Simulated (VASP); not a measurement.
Set up this calculation in VASP 6.6.1, as the native input.

| Quantity | Value |
| --- | --- |
| Task | single point |
| Functional | r2SCAN |
| Potentials or basis | VASP PAW PBE potentials, release 64 (C) |
| Cutoff | 520 eV |
| k mesh | 10 × 10 × 2 |
| Occupations | gaussian, width 0.05 eV |
| Spin | no spin polarisation |
| Dipole correction | no |
| Further INCAR settings | ALGO = Normal; EDIFF = 1e-07; NBANDS = 36 |

Crystal: C.

```
C
1.0
     1.78014   -1.78014    0.00000
     1.78014    0.00000   -1.78014
     8.27527    8.27527    8.27527
C
12
Cartesian
  4.3022 0.7420 0.7420
  0.7420 0.7420 0.7420
  4.3022 2.5221 2.5221
  7.8625 4.3022 4.3022
  7.8625 2.5221 2.5221
  7.8625 6.0824 6.0824
  5.1923 1.6320 1.6320
  5.1923 -0.1481 -0.1481
  5.1923 3.4122 3.4122
  8.7526 5.1923 5.1923
  5.1923 5.1923 5.1923
  1.6320 -0.1481 -0.1481
```

These files were run (other wordings do the same):

POSCAR

```
C
1.0
    1.7801417073     -1.7801417073      0.0000000000
    1.7801417073      0.0000000000     -1.7801417073
    8.2752673677      8.2752673677      8.2752673677
C
12
Direct
    0.6666666667      0.6666666667      0.2330709228
    0.0000000000      0.0000000000      0.0896603132
    0.3333333333      0.3333333333      0.3764815325
    0.6666666667      0.6666666667      0.6633027518
    1.0000000000      1.0000000000      0.5198921421
    0.3333333333      0.3333333333      0.8067133614
    0.6666666667      0.6666666667      0.3406288800
    1.0000000000      1.0000000000      0.1972182704
    0.3333333333      0.3333333333      0.4840394897
    0.6666666667      0.6666666667      0.7708607090
    0.0000000000      0.0000000000      0.6274500993
    0.3333333333      0.3333333333      0.0538076607
```

INCAR.step1

```
SYSTEM = C
PREC = Accurate ; ENCUT = 520
ISMEAR = 0 ; SIGMA = 0.05
LREAL = .False. ; LASPH = .True.
NELM = 100 ; NBANDS = 36
GGA = PE ; ALGO = Normal
EDIFF = 1E-4 ; LWAVE = .True.
LCHARG = .False.
```

INCAR.step2

```
SYSTEM = C
PREC = Accurate ; ENCUT = 520
EDIFF = 1E-7 ; ISMEAR = 0
SIGMA = 0.05 ; LREAL = .False.
LASPH = .True. ; NELM = 100
ALGO = Normal ; ISIF = 2
LWAVE = .False. ; LCHARG = .False.
METAGGA = R2SCAN ; LMIXTAU = .True.
NBANDS = 36 ; ISTART = 1
```

KPOINTS

```
Automatic mesh
0
Gamma
  10 10 2
  0 0 0
```

Potentials or basis: VASP PAW PBE potentials, release 64 (C).

Command:

```console
$ cat potpaw_PBE.64/C/POTCAR > POTCAR
$ cp INCAR.step1 INCAR
$ mpirun -np 1 vasp_std > vasp.out
$ cp INCAR.step2 INCAR
$ mpirun -np 1 vasp_std > vasp.out
```

It gave:

```
Pressure      : -3.8 GPa
Largest force : 4.263 eV/Å
```

Caveat: the PAW data sets were made with another functional, which shifts forces and pressure a little.

Wall time 7.5 min on 1 thread of Intel Xeon 8259CL, on a shared host, peak memory 0.23 GiB.
